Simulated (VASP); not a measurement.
Wanted: the native input for a VASP 6.6.1 run.

```
Task                   : single point
Functional             : PBE
Potentials or basis    : VASP PAW PBE potentials, release 64 (Si, Ti_sv)
Cutoff                 : 520 eV
k mesh                 : 4 × 4 × 4, shifted
Occupations            : gaussian, width 0.1 eV
Spin                   : no spin polarisation
Dipole correction      : no
Further INCAR settings : LREAL = Auto; ALGO = Normal; EDIFF = 1e-07; NBANDS = 112
```

The structure of Ti16Si (a cell with a defect) lies in POSCAR:

```
Ti16Si
1.0
    2.2897681504     -3.9659947741      5.6643452958
    2.2897681504      3.9659947741      5.6643452958
   -4.5795363009      0.0000000000      5.6643452958
Si Ti
1 16
Direct
    0.5067786626      0.5067786626      0.5067786626
    0.6673581504      0.6673581504      0.6673581504
    0.8323945229      0.8323945229      0.8323945229
    1.0007380672      0.0007380102      0.0007380715
    0.1662110301      0.1662110301      0.1662110301
    0.7513307494      0.4165748872      0.0839567817
    0.9075767401      0.5854318376      0.2517220989
    0.0839567423      0.7513307936      0.4165748824
    0.2517220939      0.9075767150      0.5854318676
    0.4165749266      0.0839567375      0.7513307542
    0.5854318425      0.2517221239      0.9075767100
    0.0839567375      0.4165749266      0.7513307542
    0.2517221239      0.5854318425      0.9075767100
    0.4165748872      0.7513307494      0.0839567817
    0.5854318376      0.9075767401      0.2517220989
    0.7513307936      0.0839567423      0.4165748824
    0.9075767150      0.2517220939      0.5854318676
```

One way to write it, as run:

INCAR

```
SYSTEM = Ti16Si
PREC     = Accurate       ! precision mode
ENCUT    = 520            ! plane-wave cutoff, eV
EDIFF    = 1E-7           ! SCF threshold, eV
ISMEAR   = 0              ! smearing method
SIGMA    = 0.1            ! smearing width, eV
LREAL    = Auto         
LASPH    = .TRUE.         ! aspherical terms in the spheres
NELM     = 100            ! most SCF steps
ALGO     = Normal         ! electronic algorithm
ISIF     = 2              ! what is computed and relaxed
LWAVE    = .FALSE.        ! write WAVECAR
LCHARG   = .FALSE.        ! write CHGCAR
GGA      = PE             ! functional
NBANDS   = 112            ! bands
```

KPOINTS

```
Automatic mesh
0
Gamma
  4 4 4
  0.5 0.5 0.5
```

Potentials or basis: VASP PAW PBE potentials, release 64 (Si, Ti_sv).

The run is started by

```bash
$ cat potpaw_PBE.64/Si/POTCAR potpaw_PBE.64/Ti_sv/POTCAR > POTCAR
$ mpirun -np 1 vasp_std > vasp.out
```

Results of the run:

```yaml
Pressure: -4.0 GPa
Largest_force: 0.020 eV/Å
Band_gap_on_the_k_mesh: zero (band 98 reaches 7.63 eV, above the bottom of band 99 at 7.60 eV)
```

Wall time 20 min on 1 thread of Intel Xeon 6975P-C (shared host), peak memory 0.51 GiB.
